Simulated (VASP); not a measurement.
# AlInAsP3 (P-6m2) in VASP: further runs

Runs on AlInAsP3. Level: PBE. Tasks: single point.

All numbers are computed with VASP 6.6.1; they aren't measurements. Logs are shortened: lines on timing, memory, paths and dates and some standing lists are left out, and cuts for length are marked.

### 1 The cell of the first run

It takes space group P-6m2 (No. 187, hexagonal). Conventional cell: a = 5.539 Å, b = 5.539 Å, c = 5.168 Å, α = 90.00°, β = 90.00°, γ = 120.00°. Within 4.2 Å of Al (site symmetry -6m2) lie 3 As at 3.20 Å and 3 In at 3.20 Å and 12 P at 3.80 Å. In (site symmetry -6m2) has 3 Al at 3.20 Å and 3 As at 3.20 Å and 6 P at 3.23 Å within 4.2 Å. Within 2.9 Å of P (site symmetry mm2) lie 2 P at 2.18 Å and 2 As at 2.88 Å. As (site symmetry -6m2) has 6 P at 2.88 Å and 3 Al at 3.20 Å and 3 In at 3.20 Å within 3.8 Å.

The cell was generated, and may not be a known phase.

### 2 Single point, PBE

INCAR

```
SYSTEM = AlInAsP3
ALGO = Normal
EDIFF = 1E-6
ENCUT = 510
GGA = PE
GGA_COMPAT = .False.
ISIF = 2
ISMEAR = 0
LASPH = .True.
LCHARG = .False.
LREAL = .False.
LWAVE = .False.
NBANDS = 32
NELM = 120
PREC = Accurate
SIGMA = 0.1
```

KPOINTS

```
k-points
0
Gamma
  3 3 4
  0 0 0
```

POSCAR

```
AlInAsP3
1.0
    5.5393145114      0.0000000000      0.0000000000
   -2.7696572557      4.7971870865      0.0000000000
    0.0000000000      0.0000000000      5.1675270868
Al In P As
1 1 3 1
Direct
    0.6666666667      0.3333333333      0.0000000000
    0.0000000000      0.0000000000      0.0000000000
    0.5962990032      0.7981495016      0.5000000000
    0.2018504984      0.7981495016      0.5000000000
    0.2018504984      0.4037009968      0.5000000000
    0.3333333333      0.6666666667      0.0000000000
```

Potentials or basis: VASP PAW PBE potentials, release 64 (Al, In_d, P, As_d).

On the command line:

```
$ cat potpaw_PBE.64/Al/POTCAR potpaw_PBE.64/In_d/POTCAR potpaw_PBE.64/P/POTCAR potpaw_PBE.64/As_d/POTCAR > POTCAR
$ mpirun -np 1 vasp_std > vasp.out
```

OUTCAR:

```text
SYSTEM = AlInAsP3
   EDIFF = 1E-6
   ENCUT = 510
   GGA = PE
   ISIF = 2
   ISMEAR = 0
   LASPH = .True.
   LREAL = .False.
   NELM = 120
   PREC = Accurate

 ion  position               nearest neighbor table
   1  0.667  0.333  0.000-   2 3.20   2 3.20   2 3.20
   2  0.000  0.000  0.000-   1 3.20   6 3.20   1 3.20   6 3.20   1 3.20   6 3.20   3 3.23   4 3.23
                             4 3.23   3 3.23   5 3.23   5 3.23
   3  0.596  0.798  0.500-   4 2.18   5 2.18   6 2.88   6 2.88   2 3.23   2 3.23
   4  0.202  0.798  0.500-   3 2.18   5 2.18   6 2.88   6 2.88   2 3.23   2 3.23
   5  0.202  0.404  0.500-   3 2.18   4 2.18   6 2.88   6 2.88   2 3.23   2 3.23
   6  0.333  0.667  0.000-   4 2.88   4 2.88   3 2.88   3 2.88   5 2.88   5 2.88   2 3.20   2 3.20
                             2 3.20

  LATTYP: Found a hexagonal cell.
 ALAT       =     5.5393145114
 C/A-ratio  =     0.9328820518

  Lattice vectors:

 A1 = (   5.5393145114,   0.0000000000,   0.0000000000)
 A2 = (  -2.7696572557,   4.7971870865,   0.0000000000)
 A3 = (   0.0000000000,   0.0000000000,   5.1675270868)

Analysis of symmetry for initial positions (statically):
=====================================================================
 Subroutine PRICEL returns:
 Original cell was already a primitive cell.

 Routine SETGRP: Setting up the symmetry group for a
 hexagonal supercell.

 Subroutine GETGRP returns: Found 12 space group operations
 (whereof 12 operations were pure point group operations)
 out of a pool of 24 trial point group operations.

The static configuration has the point symmetry D_3h.

Analysis of symmetry for dynamics (positions and initial velocities):
=====================================================================
 Subroutine PRICEL returns:
 Original cell was already a primitive cell.

 Routine SETGRP: Setting up the symmetry group for a
 hexagonal supercell.

 Subroutine GETGRP returns: Found 12 space group operations
 (whereof 12 operations were pure point group operations)
 out of a pool of 24 trial point group operations.

The dynamic configuration has the point symmetry D_3h.

 Subroutine INISYM returns: Found 12 space group operations
 (whereof 12 operations are pure point group operations),
 and found     1 'primitive' translations

----------------------------------------------------------------------------------------

                                     Primitive cell

  volume of cell :     137.3174

  direct lattice vectors                    reciprocal lattice vectors
[... 84 lines left out ...]
   NFREE  =      0    steps in history (QN), initial steepest desc. (CG)
   ISIF   =      2    stress and relaxation
   ISYM   =      2    0-nonsym 1-usesym 2-fastsym
   POTIM  = 0.5000    time-step for ionic-motion
   TEBEG  =    0.0;   TEEND  =   0.0 temperature during run
   PSTRESS=    0.0 pullay stress
   NELECT =      46.0000    total number of electrons
   NUPDOWN=      -1.0000    fix difference up-down
   EMIN   =  10.00;   EMAX   =-10.00  energy-range for DOS
   EFERMI =   0.00;   METHOD = LEGACY
   ISMEAR =     0;   SIGMA  =   0.10  broadening in eV -4-tet -1-fermi 0-gaus
   EFERMI_NEDOS =   21; number of points for ismear=-14 and -15
   IALGO  =     38    algorithm
   IMIX   =      4    mixing-type and parameters
     AMIX     =   0.40;   BMIX     =  1.00
     AMIX_MAG =   1.60;   BMIX_MAG =  1.00
  volume/ion in A,a.u.               =      22.89       154.44
  Fermi-wavevector in a.u.,A,eV,Ry     =   1.136979  2.148578 17.588528  1.292720
  Thomas-Fermi vector in A             =   2.273684
   LORBIT       =      0    0 simple, 1 ext, 2 COOP (PROOUT), +10 PAW based schemes
   GGA     = PE    functional components
   LHFCALC =     F    Hartree Fock is set to
   AEXX    =    0.0000 exact exchange contribution
   IVDW    =     0    specifies the selected vdW correction
   LEPSILON=     F    determine dielectric tensor
   LRPA    =     F    only Hartree local field effects (RPA)
 non-spin polarized calculation
 Gauss-broadening in eV      SIGMA  =   0.10
  energy-cutoff  :      510.00
  volume of cell :      137.32
 maximum number of plane-waves:      3601
 NGX is ok and might be reduce to    42
   NGX = 21   NGY = 21   NGZ = 19

 number of electron      46.0000012 magnetization

 Free energy of the ion-electron system (eV)
  ---------------------------------------------------
  ext. energy  EPLUGINS =         0.00000000
  ---------------------------------------------------
  free energy    TOTEN  =       -24.37199252 eV

  energy without entropy =      -24.35933501  energy(sigma->0) =      -24.36566376

 E-fermi :   5.3389     XC(G=0):  -9.5966

 val. band max:        5.2809989069   @ k =   0.3333   0.0000   0.0000
 cond. band min:       5.4315364122   @ k =   0.3333   0.3333   0.2500
 fundamental gap:      0.1505375053
 Fermi energy:         5.3389105257

 k-point     1 :       0.0000    0.0000    0.0000
  band No.  band energies     occupation
      1     -30.6191      2.00000
      2     -30.6072      2.00000
      3     -30.6072      2.00000
      4     -30.5906      2.00000
      5     -30.5906      2.00000
      6      -9.6783      2.00000
[... 304 lines left out ...]
     31       9.7586      0.00000
     32       9.9148      0.00000

------------------------ aborting loop because EDIFF is reached ----------------------------------------

  FORCE on cell =-STRESS in cart. coord.  units (eV):
  Direction    XX          YY          ZZ          XY          YZ          ZX
  --------------------------------------------------------------------------------------
  -------------------------------------------------------------------------------------
  Total       -0.1232537     -0.1232537      0.1684287      0.0000000      0.0000000      0.0000000
  in kB       -1.4380871     -1.4380871      1.9651745      0.0000000      0.0000000      0.0000000
  external PRESSURE =      -0.3036666 kB  Pullay stress =       0.0000000 kB

 VOLUME and BASIS-vectors are now :
 -----------------------------------------------------------------------------
  energy-cutoff  :      510.00
  volume of cell :      137.32
      direct lattice vectors                 reciprocal lattice vectors
     5.539314511  0.000000000  0.000000000     0.180527753  0.104227747  0.000000000
    -2.769657256  4.797187087  0.000000000     0.000000000  0.208455493  0.000000000
     0.000000000  0.000000000  5.167527087     0.000000000  0.000000000  0.193516160

 POSITION                                       TOTAL-FORCE (eV/Angst)
 -----------------------------------------------------------------------------------
      2.76966      1.59906      0.00000         0.000000     -0.000000     -0.000000
      0.00000      0.00000      0.00000         0.000000     -0.000000     -0.000000
      1.09249      3.82887      2.58376        -0.061046     -0.035245      0.000000
     -1.09249      3.82887      2.58376         0.061046     -0.035245      0.000000
      0.00000      1.93663      2.58376         0.000000      0.070490     -0.000000
     -0.00000      3.19812      0.00000         0.000000     -0.000000     -0.000000
 -----------------------------------------------------------------------------------
    total drift:                                0.000000     -0.000000     -0.000000

  FREE ENERGIE OF THE ION-ELECTRON SYSTEM (eV)
  ---------------------------------------------------
  free  energy   TOTEN  =       -24.3719925211 eV

  energy  without entropy=      -24.3593350063  energy(sigma->0) =      -24.36566376
```

OSZICAR:

```text
N       E                     dE             d eps       ncg     rms          rms(c)
DAV:   1     0.407530098373E+03    0.40753E+03   -0.19127E+04   744   0.390E+03
DAV:   2     0.446640876468E+02   -0.36287E+03   -0.34346E+03   584   0.962E+02
DAV:   3    -0.200185878403E+02   -0.64683E+02   -0.62216E+02   688   0.170E+02
DAV:   4    -0.246491308971E+02   -0.46305E+01   -0.45821E+01   712   0.496E+01
DAV:   5    -0.248602128690E+02   -0.21108E+00   -0.21096E+00   800   0.113E+01    0.934E+00
DAV:   6    -0.244043979014E+02    0.45581E+00   -0.89864E-01   856   0.558E+00    0.497E+00
DAV:   7    -0.243774365319E+02    0.26961E-01   -0.39520E-01   768   0.268E+00    0.162E+00
DAV:   8    -0.243724342379E+02    0.50023E-02   -0.74983E-02   744   0.164E+00    0.531E-01
DAV:   9    -0.243719084373E+02    0.52580E-03   -0.82760E-03   776   0.605E-01    0.217E-01
DAV:  10    -0.243719612973E+02   -0.52860E-04   -0.86972E-04   728   0.168E-01    0.114E-01
DAV:  11    -0.243719984829E+02   -0.37186E-04   -0.27905E-04   760   0.100E-01    0.332E-02
DAV:  12    -0.243719894736E+02    0.90093E-05   -0.59755E-05   680   0.448E-02    0.237E-02
DAV:  13    -0.243719923192E+02   -0.28456E-05   -0.87260E-06   696   0.137E-02    0.440E-03
DAV:  14    -0.243719925211E+02   -0.20195E-06   -0.96116E-07   512   0.715E-03
   1 F= -.24371993E+02 E0= -.24365664E+02  d E =-.126575E-01
```

stdout:

```text
POSCAR found type information on POSCAR AlInP As
 POSCAR found :  4 types and       6 ions
 scaLAPACK will be used
 LDA part: xc-table for (Slater+PW92), standard interpolation
 POSCAR, INCAR and KPOINTS ok, starting setup
 FFT: planning ... GRIDC
 FFT: planning ... GRID_SOFT
 FFT: planning ... GRID
 WAVECAR not read
 entering main loop
```

It took 28 s on 1 thread of Intel Xeon 6975P-C (Granite Rapids), shared host; peak memory 0.26 GiB.

Results:

```
Free energy            : -24.3720 eV
Pressure               : 0.0 GPa
Largest force          : 0.070 eV/Å
Band gap on the k mesh : zero (bands 23 and 24 overlap by 0.97 eV)
```

Forces on the atoms (eV/Å):
```
Al   0.000  0.000  0.000
In   0.000  0.000  0.000
P   -0.061 -0.035  0.000
P    0.061 -0.035  0.000
P    0.000  0.070  0.000
As   0.000  0.000  0.000
```

Caveat: the k points lie up to 0.44 Å⁻¹ apart, too coarse for converged energies and pressures of a metal; spin-orbit coupling is left out, which moves the levels of the heavy elements.

### 3 Single point, PBE

This run uses another cell than the first one, of 21.93 Å³/atom.

INCAR

```
PREC = Accurate ; ENCUT = 510
EDIFF = 1E-6 ; ISMEAR = 0
SIGMA = 0.1 ; LREAL = False
LASPH = True ; NELM = 120
ALGO = Normal ; ISIF = 2
LWAVE = False ; LCHARG = False
GGA = PE ; NBANDS = 32
GGA_COMPAT = False
```

KPOINTS

```
regular mesh
0
Gamma
  6 6 4
```

POSCAR

```
AlInAsP3
1.0
    5.3424597860      0.0000000000      0.0000000000
   -2.6712298930      4.6267058934      0.0000000000
    0.0000000000      0.0000000000      5.3230301309
Al In P As
1 1 3 1
Direct
    0.6666666667      0.3333333333      0.0000000000
    0.0000000000      0.0000000000      0.0000000000
    0.6076883323      0.8038441661      0.5000000000
    0.1961558339      0.8038441661      0.5000000000
    0.1961558339      0.3923116677      0.5000000000
    0.3333333333      0.6666666667      0.0000000000
```

Potentials or basis: VASP PAW PBE potentials, release 64 (Al, In_d, P, As_d).

On the command line:

```
$ cat potpaw_PBE.64/Al/POTCAR potpaw_PBE.64/In_d/POTCAR potpaw_PBE.64/P/POTCAR potpaw_PBE.64/As_d/POTCAR > POTCAR
$ mpirun -np 1 vasp_std > vasp.out
```

OUTCAR:

```text
PREC = Accurate
   ENCUT = 510
   EDIFF = 1E-6
   ISMEAR = 0
   LREAL = False
   LASPH = True
   NELM = 120
   ISIF = 2
   GGA = PE

 ion  position               nearest neighbor table
   1  0.667  0.333  0.000-   6 3.08   2 3.08   6 3.08   2 3.08   2 3.08   6 3.08
   2  0.000  0.000  0.000-   1 3.08   6 3.08   1 3.08   6 3.08   1 3.08   6 3.08   3 3.22   3 3.22
                             5 3.22   5 3.22   4 3.22   4 3.22
   3  0.608  0.804  0.500-   4 2.20   5 2.20   2 3.22   2 3.22
   4  0.196  0.804  0.500-   3 2.20   5 2.20   2 3.22   2 3.22
   5  0.196  0.392  0.500-   3 2.20   4 2.20   2 3.22   2 3.22
[... 939 lines left out ...]
  Total       -0.3316069     -0.3316069     -0.0086573      0.0000000     -0.0000000     -0.0000000
  in kB       -4.0379601     -4.0379601     -0.1054199      0.0000000     -0.0000000     -0.0000000
  external PRESSURE =      -2.7271134 kB  Pullay stress =       0.0000000 kB

 VOLUME and BASIS-vectors are now :
 -----------------------------------------------------------------------------
  energy-cutoff  :      510.00
  volume of cell :      131.57
      direct lattice vectors                 reciprocal lattice vectors
     5.342459786  0.000000000  0.000000000     0.187179696  0.108068248  0.000000000
    -2.671229893  4.626705893  0.000000000     0.000000000  0.216136496  0.000000000
     0.000000000  0.000000000  5.323030131     0.000000000  0.000000000  0.187862923

 POSITION                                       TOTAL-FORCE (eV/Angst)
 -----------------------------------------------------------------------------------
      2.67123      1.54224      0.00000        -0.000000     -0.000000      0.000000
      0.00000      0.00000      0.00000         0.000000     -0.000000      0.000000
      1.09930      3.71915      2.66152        -0.086402     -0.049884     -0.000000
     -1.09930      3.71915      2.66152         0.086402     -0.049884     -0.000000
      0.00000      1.81511      2.66152        -0.000000      0.099769     -0.000000
     -0.00000      3.08447      0.00000         0.000000     -0.000000      0.000000
 -----------------------------------------------------------------------------------
    total drift:                               -0.000001      0.000001     -0.000000

  FREE ENERGIE OF THE ION-ELECTRON SYSTEM (eV)
  ---------------------------------------------------
  free  energy   TOTEN  =       -24.5765587066 eV

  energy  without entropy=      -24.5639174699  energy(sigma->0) =      -24.57023809
```

OSZICAR:

```text
N       E                     dE             d eps       ncg     rms          rms(c)
DAV:   1     0.401313912551E+03    0.40131E+03   -0.19386E+04  1768   0.404E+03
DAV:   2     0.417462850513E+02   -0.35957E+03   -0.34036E+03  1400   0.934E+02
DAV:   3    -0.201587309112E+02   -0.61905E+02   -0.59359E+02  1560   0.169E+02
DAV:   4    -0.247590268611E+02   -0.46003E+01   -0.45202E+01  1672   0.504E+01
DAV:   5    -0.249686077806E+02   -0.20958E+00   -0.20938E+00  1824   0.113E+01    0.920E+00
DAV:   6    -0.246109355014E+02    0.35767E+00   -0.71056E-01  1960   0.558E+00    0.501E+00
DAV:   7    -0.245799677666E+02    0.30968E-01   -0.31711E-01  1728   0.277E+00    0.143E+00
DAV:   8    -0.245762019520E+02    0.37658E-02   -0.47022E-02  1808   0.136E+00    0.579E-01
DAV:   9    -0.245764677864E+02   -0.26583E-03   -0.46592E-03  1864   0.407E-01    0.251E-01
DAV:  10    -0.245764847309E+02   -0.16945E-04   -0.37793E-04  1776   0.130E-01    0.101E-01
DAV:  11    -0.245765635523E+02   -0.78821E-04   -0.20957E-04  1728   0.101E-01    0.300E-02
DAV:  12    -0.245765552962E+02    0.82561E-05   -0.27873E-05  1728   0.405E-02    0.174E-02
DAV:  13    -0.245765583125E+02   -0.30163E-05   -0.78393E-06  1560   0.144E-02    0.406E-03
DAV:  14    -0.245765587066E+02   -0.39405E-06   -0.84435E-07  1272   0.496E-03
   1 F= -.24576559E+02 E0= -.24570238E+02  d E =-.126412E-01
```

It took 1.7 min on 1 thread of AMD EPYC 7R43 (Zen 3), shared host; peak memory 0.25 GiB.

Results:

```
Free energy            : -24.5766 eV
Pressure               : -0.3 GPa
Largest force          : 0.100 eV/Å
Band gap on the k mesh : zero (bands 23 and 24 overlap by 1.24 eV)
```

Forces on the atoms (eV/Å):
```
Al   0.000  0.000  0.000
In   0.000  0.000  0.000
P   -0.086 -0.050  0.000
P    0.086 -0.050  0.000
P    0.000  0.100  0.000
As   0.000  0.000  0.000
```

Stress tensor (GPa, compression positive):
```
-0.40  0.00  0.00
 0.00 -0.40  0.00
 0.00  0.00 -0.01
```

Levels at points of the mesh, in eV from the Fermi level:
```tsv
k point	band 21	band 22	band 23	band 24	band 25	band 26
(0.00, 0.00, 0.00)	-2.09	-1.19	-0.54	-0.54	0.35	0.36
(0.50, 0.00, 0.00)	-2.25	-2.07	-0.80	0.14	0.68	1.27
(0.00, 0.00, 0.50)	-2.64	-1.36	-1.08	-0.92	-0.92	1.01
(0.50, 0.00, 0.50)	-1.97	-0.96	0.31	0.53	1.07	1.35
```

Caveat: spin-orbit coupling is left out, which moves the levels of the heavy elements.

The gap in the log of VASP goes by the Fermi energy; the results here count the filled bands.